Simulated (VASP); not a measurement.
Write the native input for VASP 6.6.1 that does the following.

* Task: single point
* Functional: PBE
* Potentials or basis: VASP PAW PBE potentials, release 64 (Al, N, Si)
* Cutoff: 520 eV
* k mesh: 1 × 1 × 1, shifted
* Occupations: fermi-dirac, width 0.05 eV
* Spin: no spin polarisation
* Dipole correction: no
* Mended: yes
* Further INCAR settings: ALGO = Normal; EDIFF = 1e-06; NBANDS = 41; ISYM = -1

The structure of Al3Si8N3 lies in POSCAR:

```
Al3Si8N3
1.0
    5.7732050000     -0.0648510000     -0.2515370000
   -0.0648510000      5.9471390000      0.0684970000
   -0.2515370000      0.0684970000      6.5273540000
Al N Si
3 3 8
Direct
    0.4480107166      0.6369754476     -0.0611352832
    0.2774733735      0.8873983571      0.3360738049
    0.9534403787      0.7301327810      0.8881910844
    0.7600320683      0.5328117098      0.0522291548
    0.3283896113      0.3534118226      0.0406756686
    0.2140667194      0.8568677069      0.0402657544
    0.0652677352      0.1223248991      0.5934201457
    0.7824138858      0.6343219089      0.3170322758
    0.6069315494      0.9712586558      0.7392716003
    0.1461718717      0.1468113665      0.9477902525
    0.6948498747      1.0230186338      0.3490619240
    0.1284945975      0.5389582342      0.5383369928
    0.7551704003      0.2134519083      0.0276419023
    0.4059633226      0.3523401880      0.3286867160
```

One way to write it, as run:

INCAR

```
PREC     = Accurate       # precision mode
ENCUT    = 520            # plane-wave cutoff, eV
EDIFF    = 1E-6           # SCF threshold, eV
ISMEAR   = -1             # smearing method
SIGMA    = 0.05           # smearing width, eV
LREAL    = F              # projectors in reciprocal space
LASPH    = T              # aspherical terms in the spheres
NELM     = 120            # most SCF steps
ALGO     = Normal         # electronic algorithm
ISIF     = 2              # what is computed and relaxed
LWAVE    = F              # write WAVECAR
LCHARG   = T              # write CHGCAR
GGA      = PE             # functional
LELF     = T              # ELF
LVHAR    = T            
NBANDS   = 41             # bands
ISYM     = -1           
GGA_COMPAT= F
```

KPOINTS

```
explicit points
1
Reciprocal
  0.25000000   0.25000000   0.25000000 1
```

Potentials or basis: VASP PAW PBE potentials, release 64 (Al, N, Si).

The run is started by

```bash
$ cat potpaw_PBE.64/Al/POTCAR potpaw_PBE.64/N/POTCAR potpaw_PBE.64/Si/POTCAR > POTCAR
$ mpirun -np 1 vasp_std > vasp.out
```

Results of the run:

- Pressure: -5.5 GPa
- Largest force: 1.897 eV/Å

Caveat: the atoms stand as in a frame of molecular dynamics.

Run time: 38 s on 1 thread of AMD EPYC 7R43 64-Core Processor (Zen 3), on a shared host, peak memory 0.29 GiB.
